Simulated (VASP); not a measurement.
# BP (I-4m2) in VASP: further runs, part 2 of 3

VASP 6.6.1.

### Step 3. Single point, PBEsol (strained cell)

INCAR reads:

```
ALGO = Normal ; EDIFF = 1E-6
ENCUT = 500 ; GGA = PS
GGA_COMPAT = F ; ISIF = 2
ISMEAR = 0 ; LASPH = T
LCHARG = F ; LREAL = F
LWAVE = F ; NBANDS = 11
NELM = 120 ; PREC = Accurate
SIGMA = 0.02
```

KPOINTS reads:

```
k-points
0
Gamma
  10 10 10
```

POSCAR reads:

```
BP
1.0
    0.0000000000      2.1719893105      2.3012622441
    2.1719893105      0.0000000000      2.3012622441
    2.1719893105      2.1719893105      0.0000000000
B P
1 1
Direct
    0.0000000000      0.0000000000      0.0000000000
    0.2500000000      0.2500000000      0.2500000000
```

Potentials or basis: VASP PAW PBE potentials, release 64 (B, P).

Launch:

```
$ cat potpaw_PBE.64/B/POTCAR potpaw_PBE.64/P/POTCAR > POTCAR
$ mpirun -np 1 vasp_std > vasp.out
```

OUTCAR:

```text
EDIFF = 1E-6
   ENCUT = 500
   GGA = PS
   ISIF = 2
   ISMEAR = 0
   LASPH = T
   LREAL = F
   NELM = 120
   PREC = Accurate

 ion  position               nearest neighbor table
   1  0.000  0.000  0.000-   2 1.92   2 1.92   2 1.92   2 1.92
   2  0.250  0.250  0.250-   1 1.92   1 1.92   1 1.92   1 1.92

  LATTYP: Found a body centered tetragonal cell.
 ALAT       =     3.0716567402
 C/A-ratio  =     1.4983850337

  Lattice vectors:

 A1 = (  -2.1719893105,   0.0000000000,   2.3012622441)
 A2 = (   2.1719893105,   0.0000000000,   2.3012622441)
 A3 = (   0.0000000000,   2.1719893105,  -2.3012622441)

Analysis of symmetry for initial positions (statically):
=====================================================================
 Subroutine PRICEL returns:
 Original cell was already a primitive cell.

 Routine SETGRP: Setting up the symmetry group for a
 body centered tetragonal supercell.

 Subroutine GETGRP returns: Found  8 space group operations
 (whereof  8 operations were pure point group operations)
 out of a pool of 16 trial point group operations.

The static configuration has the point symmetry D_2d.

Analysis of symmetry for dynamics (positions and initial velocities):
=====================================================================
 Subroutine PRICEL returns:
 Original cell was already a primitive cell.

 Routine SETGRP: Setting up the symmetry group for a
 body centered tetragonal supercell.

 Subroutine GETGRP returns: Found  8 space group operations
 (whereof  8 operations were pure point group operations)
 out of a pool of 16 trial point group operations.

The dynamic configuration has the point symmetry D_2d.

 Subroutine INISYM returns: Found  8 space group operations
 (whereof  8 operations are pure point group operations),
 and found     1 'primitive' translations

----------------------------------------------------------------------------------------

                                     Primitive cell

  volume of cell :      21.7126

  direct lattice vectors                    reciprocal lattice vectors
     0.000000000  2.171989310  2.301262244    -0.230203711  0.230203711  0.217272065
     2.171989310  0.000000000  2.301262244     0.230203711 -0.230203711  0.217272065
     2.171989310  2.171989310  0.000000000     0.230203711  0.230203711 -0.217272065

  length of vectors
     3.164387062  3.164387062  3.071656740     0.391400878  0.391400878  0.391400878

  position of ions in fractional coordinates (direct lattice)
     0.000000000  0.000000000  0.000000000
     0.250000000  0.250000000  0.250000000

  ion indices of the primitive-cell ions
   primitive index   ion index
                 1           1
                 2           2

----------------------------------------------------------------------------------------

 KPOINTS: k-points

Automatic generation of k-mesh.
 Grid dimensions read from file:
 generate k-points for:   10   10   10

 Generating k-lattice:

  Cartesian coordinates                     Fractional coordinates (reciprocal lattice)
    -0.023020371  0.023020371  0.021727207     0.100000000  0.000000000  0.000000000
     0.023020371 -0.023020371  0.021727207     0.000000000  0.100000000  0.000000000
     0.023020371  0.023020371 -0.021727207     0.000000000  0.000000000  0.100000000

  Length of vectors
     0.039140088  0.039140088  0.039140088

  Shift w.r.t. Gamma in fractional coordinates (k-lattice)
     0.000000000  0.000000000  0.000000000

 Subroutine IBZKPT returns following result:
 ===========================================

 Found    102 irreducible k-points:

 Following reciprocal coordinates:
            Coordinates               Weight
  0.000000  0.000000  0.000000      1.000000
  0.100000  0.000000  0.000000      8.000000
  0.200000  0.000000  0.000000      8.000000
  0.300000  0.000000  0.000000      8.000000
  0.400000  0.000000  0.000000      8.000000
  0.500000  0.000000  0.000000      4.000000
[... 16 lines left out ...]
  0.300000  0.300000  0.000000      2.000000
  0.400000  0.300000  0.000000      8.000000
 [... further k-points ...]
   k-points           NKPTS =    102   k-points in BZ     NKDIM =    102   number of bands    NBANDS=     11
   number of dos      NEDOS =    301   number of ions     NIONS =      2
   total plane-waves  NPLWV =  13824
   dimension x,y,z NGX =    24 NGY =   24 NGZ =   24
   dimension x,y,z NGXF=    48 NGYF=   48 NGZF=   48
   ions per type =               1   1
   NGX,Y,Z   is equivalent  to a cutoff of  12.61, 12.61, 12.99 a.u.
   NGXF,Y,Z  is equivalent  to a cutoff of  25.22, 25.22, 25.98 a.u.
 SYSTEM =  unknown system
   PREC   = accura    normal or accurate (medium, high low for compatibility)
   ISTART =      0    job   : 0-new  1-cont  2-samecut
   ICHARG =      2    charge: 1-file 2-atom 10-const
   ISPIN  =      1    spin polarized calculation?
   LNONCOLLINEAR =      F non collinear calculations
   LSORBIT =      F    spin-orbit coupling
   LASPH  =      T    aspherical Exc in radial PAW
   ENCUT  =  500.0 eV  36.75 Ry    6.06 a.u.   5.77  5.77  5.60*2*pi/ulx,y,z
   NELM   =    120;   NELMIN=  2; NELMDL= -5     # of ELM steps
   EDIFF  = 0.1E-05   stopping-criterion for ELM
   LREAL  =      F    real-space projection
   EDIFFG = 0.1E-04   stopping-criterion for IOM
   NSW    =      0    number of steps for IOM
   IBRION =     -1    ionic relax: 0-MD 1-quasi-New 2-CG
   NFREE  =      0    steps in history (QN), initial steepest desc. (CG)
   ISIF   =      2    stress and relaxation
   ISYM   =      2    0-nonsym 1-usesym 2-fastsym
   POTIM  = 0.5000    time-step for ionic-motion
   TEBEG  =    0.0;   TEEND  =   0.0 temperature during run
   PSTRESS=    0.0 pullay stress
   NELECT =       8.0000    total number of electrons
   NUPDOWN=      -1.0000    fix difference up-down
   EMIN   =  10.00;   EMAX   =-10.00  energy-range for DOS
   EFERMI =   0.00;   METHOD = LEGACY
   ISMEAR =     0;   SIGMA  =   0.02  broadening in eV -4-tet -1-fermi 0-gaus
   EFERMI_NEDOS =   21; number of points for ismear=-14 and -15
   IALGO  =     38    algorithm
   IMIX   =      4    mixing-type and parameters
     AMIX     =   0.40;   BMIX     =  1.00
     AMIX_MAG =   1.60;   BMIX_MAG =  1.00
  volume/ion in A,a.u.               =      10.86        73.26
  Fermi-wavevector in a.u.,A,eV,Ry     =   1.173638  2.217855 18.741035  1.377427
  Thomas-Fermi vector in A             =   2.310048
   LORBIT       =      0    0 simple, 1 ext, 2 COOP (PROOUT), +10 PAW based schemes
   GGA     = PS    functional components
   LHFCALC =     F    Hartree Fock is set to
   AEXX    =    0.0000 exact exchange contribution
   IVDW    =     0    specifies the selected vdW correction
   LEPSILON=     F    determine dielectric tensor
   LRPA    =     F    only Hartree local field effects (RPA)
 non-spin polarized calculation
 Gauss-broadening in eV      SIGMA  =   0.02
  energy-cutoff  :      500.00
  volume of cell :       21.71
 maximum number of plane-waves:       568
   NGX = 11   NGY = 11   NGZ = 11

 number of electron       8.0000000 magnetization

 Free energy of the ion-electron system (eV)
  ---------------------------------------------------
  ext. energy  EPLUGINS =         0.00000000
  ---------------------------------------------------
  free energy    TOTEN  =       -13.57965503 eV

  energy without entropy =      -13.57965503  energy(sigma->0) =      -13.57965503

 E-fermi :   8.6765     XC(G=0): -11.3601

 val. band max:        8.5107322674   @ k =   0.0000   0.0000   0.0000
 cond. band min:       9.0952063170   @ k =   0.4000   0.0000   0.4000
 fundamental gap:      0.5844740496
 Fermi energy:         8.6765421241

 k-point     1 :       0.0000    0.0000    0.0000
  band No.  band energies     occupation
      1      -7.8699      2.00000
      2       7.8826      2.00000
      3       8.5107      2.00000
      4       8.5107      2.00000
      5      11.6945      0.00000
      6      11.6945      0.00000
      7      11.9947      0.00000
      8      16.7026      0.00000
      9      19.7392      0.00000
     10      20.0970      0.00000
     11      21.4716      0.00000
[... 309 lines left out ...]
 k-point    24 :       0.4000    0.3000    0.0000
  band No.  band energies     occupation
      1      -4.9381      2.00000
      2       1.6038      2.00000
      3       4.1358      2.00000
      4       4.9348      2.00000
      5      10.4433      0.00000
      6      12.1959      0.00000
      7      18.2140      0.00000
      8      18.3090      0.00000
      9      22.5865      0.00000
     10      24.2661      0.00000
     11      25.8987      0.00000

 [... further k-points ...]

------------------------ aborting loop because EDIFF is reached ----------------------------------------

  FORCE on cell =-STRESS in cart. coord.  units (eV):
  Direction    XX          YY          ZZ          XY          YZ          ZX
  --------------------------------------------------------------------------------------
  -------------------------------------------------------------------------------------
  Total        2.3734072      2.3734072      0.0138699      0.0000000     -0.0000000      0.0000000
  in kB      175.1343596    175.1343596      1.0234655      0.0000000     -0.0000000      0.0000000
  external PRESSURE =     117.0973949 kB  Pullay stress =       0.0000000 kB

 VOLUME and BASIS-vectors are now :
 -----------------------------------------------------------------------------
  energy-cutoff  :      500.00
  volume of cell :       21.71
      direct lattice vectors                 reciprocal lattice vectors
     0.000000000  2.171989310  2.301262244    -0.230203711  0.230203711  0.217272065
     2.171989310  0.000000000  2.301262244     0.230203711 -0.230203711  0.217272065
     2.171989310  2.171989310  0.000000000     0.230203711  0.230203711 -0.217272065

 POSITION                                       TOTAL-FORCE (eV/Angst)
 -----------------------------------------------------------------------------------
      0.00000      0.00000      0.00000         0.000000      0.000000     -0.000000
      1.08599      1.08599      1.15063         0.000000     -0.000000      0.000000
 -----------------------------------------------------------------------------------
    total drift:                               -0.000000     -0.000000      0.000000

  FREE ENERGIE OF THE ION-ELECTRON SYSTEM (eV)
  ---------------------------------------------------
  free  energy   TOTEN  =       -13.5796550319 eV

  energy  without entropy=      -13.5796550319  energy(sigma->0) =      -13.57965503
```

stdout:

```text
POSCAR found type information on POSCAR B P
 POSCAR found :  2 types and       2 ions
 scaLAPACK will be used
 -----------------------------------------------------------------------------
|                                                                             |
|                                                                             |
|     You enforced a specific xc type in the INCAR file but a different       |
|     I HOPE YOU KNOW WHAT YOU ARE DOING!                                     |
|                                                                             |
 -----------------------------------------------------------------------------

 LDA part: xc-table for (Slater+PW92), standard interpolation
 POSCAR, INCAR and KPOINTS ok, starting setup
 FFT: planning ... GRIDC
 FFT: planning ... GRID_SOFT
 FFT: planning ... GRID
 WAVECAR not read
 entering main loop
```

It took 9.8 s on 1 thread of Intel Xeon Platinum 8488C (Sapphire Rapids), shared host; peak memory 0.14 GiB.

Results:

* Free energy: -13.5797 eV
* Pressure: 11.7 GPa
* Band gap on the k mesh: 0.58 eV (least direct gap 3.18 eV)

Caveat: the cell differs from its parent crystal (strained cell); the cell stands under pressure; the PAW data sets were made with another functional, which shifts forces and pressure a little. A k mesh can miss the band edges.

### Step 4. Relaxation of the atoms, PBEsol (strained cell)

INCAR reads:

```
SYSTEM = BP
  PREC = Accurate
  ENCUT = 450
  EDIFF = 1E-7
  ISMEAR = 0
  SIGMA = 0.02
  LREAL = .False.
  LASPH = .True.
  NELM = 120
  ALGO = Normal
  ISIF = 2
  LWAVE = .False.
  LCHARG = .False.
  GGA = PS
  IBRION = 2
  NSW = 60
  EDIFFG = -0.002
  GGA_COMPAT = .False.
  NELMIN = 4
```

KPOINTS reads:

```
regular mesh
0
Gamma
  10 10 10
  0 0 0
```

POSCAR reads:

```
BP
1.0
    0.0000000000      2.1719893105      2.2807451030
    2.1719893105      0.0000000000      2.2807451030
    2.1719893105      2.1719893105      0.0000000000
B P
1 1
Direct
    0.0000000000      0.0000000000      0.0000000000
    0.2500000000      0.2500000000      0.2500000000
```

Launch:

```
$ cat potpaw_PBE.64/B/POTCAR potpaw_PBE.64/P/POTCAR > POTCAR
$ mpirun -np 1 vasp_std > vasp.out
```

It took 8.1 s on 1 thread of Intel Xeon Platinum 8488C (Sapphire Rapids), shared host; peak memory 0.14 GiB.

Results (log left out):

```yaml
Free_energy: -13.5769 eV
Pressure_after_relaxing: 13.7 GPa
Band_gap_on_the_k_mesh: 0.64 eV (least direct gap 3.24 eV)
```

Stress tensor (GPa, compression positive):
```
18.57  0.00  0.00
 0.00 18.57  0.00
 0.00  0.00  3.93
```

Final structure:
```
B P
1.0
     0.00000    2.17199    2.28075
     2.17199    0.00000    2.28075
     2.17199    2.17199    0.00000
B P
1 1
Cartesian
  0.0000 0.0000 0.0000
  1.0860 1.0860 1.1404
```

Levels at points of the mesh, in eV from the valence-band top:
```tsv
k point	band 1	band 2	band 3	band 4	band 5	band 6	band 7	band 8
(0.00, 0.00, 0.00)	-16.43	-0.53	0.00	0.00	3.24	3.24	3.50	8.39
(0.50, 0.00, 0.00)	-12.75	-9.88	-2.39	-1.69	3.55	4.77	4.81	10.07
(0.50, 0.50, 0.00)	-11.47	-9.52	-4.25	-4.25	1.26	1.77	12.73	12.73
(0.50, 0.00, 0.50)	-10.93	-9.05	-4.85	-4.74	0.71	1.03	11.98	13.20
```

Caveat: the cell differs from its parent crystal (strained cell); the relaxation stopped at its first step, so nothing moved; the PAW data sets were made with another functional, which shifts forces and pressure a little. A k mesh can miss the band edges.

(Continued in part 3 of 3.)
